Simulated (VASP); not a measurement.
# NaH: single point with HSE06

The system is NaH.

```
CELL_PARAMETERS angstrom
0.00000 2.39751 2.31480
2.39751 0.00000 2.31480
2.39751 2.39751 0.00000
ATOMIC_POSITIONS crystal
Na 0.00000 0.00000 0.00000
H 0.50000 0.50000 0.50000
```

This cell differs from its parent crystal: uniaxial z strain -3.5%.

```json
{
 "Program": "VASP 6.6.1",
 "Task": "single point",
 "Functional": "HSE06",
 "Potentials or basis": "VASP PAW PBE potentials, release 64 (Na_pv, H)",
 "Cutoff": "520 eV",
 "k mesh": "6 × 6 × 6",
 "Occupations": "gaussian, width 0.01 eV",
 "Spin": "no spin polarisation",
 "Dipole correction": "no",
 "Grid for exact exchange (PRECFOCK)": "Normal",
 "Further INCAR settings": "ALGO = Normal; EDIFF = 1e-06; NBANDS = 11",
 "Share of exact exchange": "0.25",
 "Screening parameter": "0.2079 1/Å"
}
```

| Property | Result |
| --- | --- |
| Pressure | 1.2 GPa |
| Band gap on the k mesh | 4.90 eV (least direct gap 5.90 eV) |

Stress tensor (GPa, compression positive):
```
0.65 0.00 0.00
0.00 0.65 0.00
0.00 0.00 2.16
```

Levels at points of the mesh, in eV from the valence-band top:
| k point | band 2 | band 3 | band 4 | band 5 | band 6 | band 7 |
| --- | --- | --- | --- | --- | --- | --- |
| (0.00, 0.00, 0.00) | -24.30 | -24.29 | -4.15 | 12.49 | 17.40 | 17.40 |
| (0.50, 0.00, 0.00) | -24.32 | -24.31 | -1.00 | 4.90 | 12.56 | 14.89 |
| (0.50, 0.50, 0.00) | -24.34 | -24.34 | -0.09 | 6.10 | 11.23 | 12.05 |
| (0.50, 0.00, 0.50) | -24.33 | -24.33 | -0.28 | 5.64 | 11.62 | 12.51 |

Wall time 14 min on 1 thread of Intel(R) Xeon(R) Platinum 8488C (Sapphire Rapids), on a shared host, peak memory 0.26 GiB.

Caveat: the cell differs from its parent crystal (uniaxial z strain -3.5%); the structure was generated, so it needn't be the stable form of NaH; the PAW data sets were made with another functional, which shifts forces and pressure a little. A k mesh can miss the band edges.
